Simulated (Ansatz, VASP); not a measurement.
**One calculation of TePb, two programs**

INCAR

```
SYSTEM = TePb
PREC = Accurate
ENCUT = 520
EDIFF = 1E-8
ISMEAR = -1
SIGMA = 0.08
LREAL = .False.
LASPH = .True.
NELM = 60
ALGO = Normal
ISIF = 2
LWAVE = .False.
LCHARG = .False.
GGA = PE
LEFG = .True.
NBANDS = 17
```

File KPOINTS:

```
regular mesh
0
Gamma
  11 11 11
  0 0 0
```

The input POSCAR:

```
TePb
1.0
    0.0000000000      3.2432570300      3.1947300000
    3.2432570300      0.0000000000      3.1947300000
    3.2432570300      3.2432570300      0.0000000000
Te Pb
1 1
Direct
    0.5000000000      0.5000000000      0.5000000000
    0.0000000000      0.0000000000      0.0000000000
```

Input for Ansatz:

```yaml
crystal:
  lattice:
    - [0.0, 3.24325703, 3.19473]
    - [3.24325703, 0.0, 3.19473]
    - [3.24325703, 3.24325703, 0.0]
  atoms:
    - { symbol: Te, position: [0.5, 0.5, 0.5] }
    - { symbol: Pb, position: [0.0, 0.0, 0.0] }
kpoints:
  mp_grid: { grid: [11, 11, 11] }
scf:
  occupations: { method: fermi_dirac, width: 0.08 }
hamiltonian:
  xc: pbe
  pseudopotentials: { kind: paw }
output:
  forces: true
  stress: true
  eigenvalues: true
  efg: { contact_densities: true }
```

Change from the starting cell: z stretched by -1 % at fixed volume, PAW files.

Alike in both runs: task electric field gradients; functional PBE; k mesh 11 × 11 × 11; occupations fermi-dirac, width 0.08 eV; no spin polarisation.

|  | VASP | Ansatz |
| --- | --- | --- |
| version | VASP 6.6.1 | Ansatz 0.2.0 |
| potentials or method | VASP PAW PBE potentials, release 64 (Te, Pb_d) | PAW with Ansatz's default frozen-core files, scalar-relativistic |
| plane-wave cutoff (eV) | 520 | 420 |
| valence electrons in the cell | 20 | 30 |

|  | VASP | Ansatz | Ansatz less VASP |
| --- | --- | --- | --- |
| pressure (GPa) | 2.3 | 2.3 | +0.04 |
| traceless stress, the component that is largest in VASP (GPa) | 1.29 | 1.29 | -0.001 |
| size of Vzz on the site where it differs most (V/Å²) | 49.4 | 51.6 | +2.12 |

VASP's potentials hold 20 valence electrons a cell and Ansatz's 30, so a difference there can come from the potentials and not from the codes.

Neither program's run includes spin-orbit coupling.
